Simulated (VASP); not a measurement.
# ZnO (P6_3mc) in VASP: notebook, part 2 of 2

VASP 6.6.1. Earlier steps stand in the parts before.

## (4) Relaxation of cell and atoms, PBEsol, target pressure 7 GPa, at which the enthalpy is minimised

Contents of INCAR:

```
SYSTEM = ZnO
ALGO = Normal ; EDIFF = 1E-7
EDIFFG = -0.002 ; ENCUT = 600
GGA = PS ; IBRION = 2
ISIF = 3 ; ISMEAR = 0
LASPH = .True. ; LCHARG = .False.
LREAL = .False. ; LWAVE = .False.
NELM = 80 ; NSW = 100
PREC = Accurate ; PSTRESS = 70.0
SIGMA = 0.01
```

Contents of KPOINTS:

```
k-points
0
Gamma
  8 8 4
  0 0 0
```

Contents of POSCAR:

```
ZnO
1.0
    3.2299990317      0.0000000000      0.0000000000
   -1.6149995159      2.7972612157      0.0000000000
    0.0000000000      0.0000000000      5.2143592997
Zn O
2 2
Direct
    0.3333333333      0.6666666667      0.5000410921
    0.6666666667      0.3333333333      0.0000410921
    0.6666666667      0.3333333333      0.3789689079
    0.3333333333      0.6666666667      0.8789689079
```

Potentials or basis: VASP PAW PBE potentials, release 64 (Zn, O).

Launch:

```bash
cat potpaw_PBE.64/Zn/POTCAR potpaw_PBE.64/O/POTCAR > POTCAR
mpirun -np 1 vasp_std > vasp.out
```

OUTCAR:

```text
SYSTEM = ZnO
   EDIFF = 1E-7
   EDIFFG = -0.002
   ENCUT = 600
   GGA = PS
   IBRION = 2
   ISIF = 3
   ISMEAR = 0
   LASPH = .True.
   LREAL = .False.
   NELM = 80
   NSW = 100
   PREC = Accurate
   PSTRESS = 70.0

 ion  position               nearest neighbor table
   1  0.333  0.667  0.500-   3 1.97   3 1.97   3 1.97   4 1.98
   2  0.667  0.333  0.000-   4 1.97   4 1.97   4 1.97   3 1.98
   3  0.667  0.333  0.379-   1 1.97   1 1.97   1 1.97   2 1.98
   4  0.333  0.667  0.879-   2 1.97   2 1.97   2 1.97   1 1.98

  LATTYP: Found a hexagonal cell.
 ALAT       =     3.2299990317
 C/A-ratio  =     1.6143532083

  Lattice vectors:

 A1 = (   3.2299990317,   0.0000000000,   0.0000000000)
 A2 = (  -1.6149995159,   2.7972612157,   0.0000000000)
 A3 = (   0.0000000000,   0.0000000000,   5.2143592997)

Analysis of symmetry for initial positions (statically):
=====================================================================
 Subroutine PRICEL returns:
 Original cell was already a primitive cell.

 Routine SETGRP: Setting up the symmetry group for a
 hexagonal supercell.
[... 178 lines left out ...]

  FORCE on cell =-STRESS in cart. coord.  units (eV):
  Direction    XX          YY          ZZ          XY          YZ          ZX
  --------------------------------------------------------------------------------------
  -------------------------------------------------------------------------------------
  Total        0.2507413      0.2507413      0.2510010     -0.0000000      0.0000000      0.0000000
  in kB        8.5270764      8.5270764      8.5359063     -0.0000000      0.0000000      0.0000000
  external PRESSURE =     -61.4699803 kB  Pullay stress =      70.0000000 kB
[... 227 lines left out ...]
--------------------------------------- Ionic step        7  -------------------------------------------

 number of electron      35.9999995 magnetization

 Free energy of the ion-electron system (eV)
  ---------------------------------------------------
  ext. energy  EPLUGINS =         0.00000000
  ---------------------------------------------------
  free energy    TOTEN  =       -19.37125114 eV

  energy without entropy =      -19.37125114  energy(sigma->0) =      -19.37125114

 E-fermi :   1.5933     XC(G=0): -11.4498

 val. band max:        1.5102104754   @ k =   0.0000   0.0000   0.0000
 cond. band min:       2.2553882988   @ k =   0.0000   0.0000   0.0000
 fundamental gap:      0.7451778234
 Fermi energy:         1.5933021923

 k-point     1 :       0.0000    0.0000    0.0000
  band No.  band energies     occupation
      1     -16.9491      2.00000
      2     -16.1309      2.00000
      3      -4.6171      2.00000
      4      -4.4657      2.00000
      5      -4.4657      2.00000
      6      -4.4183      2.00000
[... 589 lines left out ...]
     21      10.3666      0.00000
     22      10.3666      0.00000

 [... further k-points ...]

------------------------ aborting loop because EDIFF is reached ----------------------------------------

  FORCE on cell =-STRESS in cart. coord.  units (eV):
  Direction    XX          YY          ZZ          XY          YZ          ZX
  --------------------------------------------------------------------------------------
  -------------------------------------------------------------------------------------
  Total        1.9827653      1.9827653      1.9828471     -0.0000000     -0.0000000      0.0000000
  in kB       70.0713757     70.0713757     70.0742644     -0.0000000     -0.0000000      0.0000000
  external PRESSURE =       0.0723386 kB  Pullay stress =      70.0000000 kB
[... 23 lines left out ...]
  energy  without entropy=      -19.3712511416  energy(sigma->0) =      -19.37125114

  enthalpy is  TOTEN    =       -17.3905054780 eV   P V=        1.9807456636

 reached required accuracy - stopping structural energy minimisation
```

OSZICAR:

```text
N       E                     dE             d eps       ncg     rms          rms(c)
DAV:   1     0.302317572906E+03    0.30232E+03   -0.20440E+04  1328   0.261E+03
[... 64 lines left out ...]
   6 F= -.17390506E+02 E0= -.17390506E+02  d E =-.128782E-04
       N       E                     dE             d eps       ncg     rms          rms(c)
DAV:   1    -0.193712600061E+02    0.29447E-03   -0.13339E-04  1512   0.236E-01    0.220E-02
DAV:   2    -0.193712520784E+02    0.79277E-05   -0.31646E-05  1572   0.127E-01    0.830E-03
DAV:   3    -0.193712513757E+02    0.70269E-06   -0.67247E-07  1714   0.197E-02    0.452E-03
DAV:   4    -0.193712511142E+02    0.26152E-06   -0.18929E-07   960   0.102E-02    0.381E-04
DAV:   5    -0.193712511416E+02   -0.27385E-07   -0.26714E-07  1028   0.677E-03
   7 F= -.17390505E+02 E0= -.17390505E+02  d E =-.120496E-04
```

CONTCAR:

```text
ZnO
   1.00000000000000
     3.1889087797013644   -0.0000000000006969   -0.0000000000000000
    -1.5944543899006496    2.7616760136221812    0.0000000000000000
    -0.0000000000000000    0.0000000000000000    5.1478564989668154
  Zn              O
     2     2
Direct
     0.3333333332999970    0.6666666667000030    0.5000558342795332
     0.6666666667000030    0.3333333332999970    0.0000558342795332
     0.6666666667000030    0.3333333332999970    0.3789541657204678
     0.3333333332999970    0.6666666667000030    0.8789541657204678

  0.00000000E+00  0.00000000E+00  0.00000000E+00
  0.00000000E+00  0.00000000E+00  0.00000000E+00
  0.00000000E+00  0.00000000E+00  0.00000000E+00
  0.00000000E+00  0.00000000E+00  0.00000000E+00
```

It took 2 min on 1 thread of Intel Xeon Platinum 8559C (Emerald Rapids), shared host; peak memory 0.2 GiB.

Results:

| Property | Result |
| --- | --- |
| Free energy | -19.3713 eV |
| Relaxed volume | 11.33 Å³/atom |
| Relaxed cell | a = 3.189 Å, b = 3.189 Å, c = 5.148 Å, α = 90.00°, β = 90.00°, γ = 120.00° |
| Space group after relaxing (to 0.1 Å) | P6_3mc (No. 186) |
| Energy change on relaxing (the run minimises the enthalpy) | +10.6 meV/atom |
| Ionic steps | 7 |
| Pressure after relaxing | 7.0 GPa |
| Band gap on the k mesh | 0.75 eV |

The path:
```csv
step,energy change (eV),largest force (eV/Å),pressure (GPa),volume (Å³)
1,0.0000,0.0006,0.85,47.11
2,0.1161,0.0049,12.16,44.10
3,0.0419,0.0029,6.97,45.35
4,0.0434,0.0029,7.12,45.31
5,0.0411,0.0001,6.94,45.36
6,0.0420,0.0011,6.96,45.34
7,0.0423,0.0016,7.01,45.34
```

Final structure:
```yaml
crystal:
  lattice:
    - [3.18891, 0.00000, 0.00000]
    - [-1.59445, 2.76168, 0.00000]
    - [0.00000, 0.00000, 5.14786]
  atoms:
    - { symbol: Zn, position: [0.33333, 0.66667, 0.50006] }
    - { symbol: Zn, position: [0.66667, 0.33333, 0.00006] }
    - { symbol: O, position: [0.66667, 0.33333, 0.37895] }
    - { symbol: O, position: [0.33333, 0.66667, 0.87895] }
```

Caveat: the cell is relaxed towards a set pressure, so the run minimises the enthalpy, not the energy; semilocal functionals underestimate gaps, and a narrow one can read as zero; the PAW data sets were made with another functional, which shifts forces and pressure a little.

## (5) Summary

| cell | gap on the mesh (eV) | pressure (GPa) |
| --- | --- | --- |
| relaxed to 2 GPa | 0.70 | 2.0 |
| relaxed to 4 GPa | 0.72 | 4.0 |
| relaxed to 7 GPa | 0.75 | 7.0 |

Alike in all rows: task relaxation of cell and atoms; level PBEsol; potentials or basis VASP PAW PBE potentials, release 64 (Zn, O); no spin polarisation; k mesh 8 × 8 × 4; cutoff (eV) 600; smearing gaussian 0.01 eV.

Caveats: the cell is relaxed towards a set pressure, so the run minimises the enthalpy, not the energy; semilocal functionals underestimate gaps, and a narrow one can read as zero; the PAW data sets were made with another functional, which shifts forces and pressure a little.

Total energies depend on the potentials used, so only differences within one code and one set of settings carry meaning.
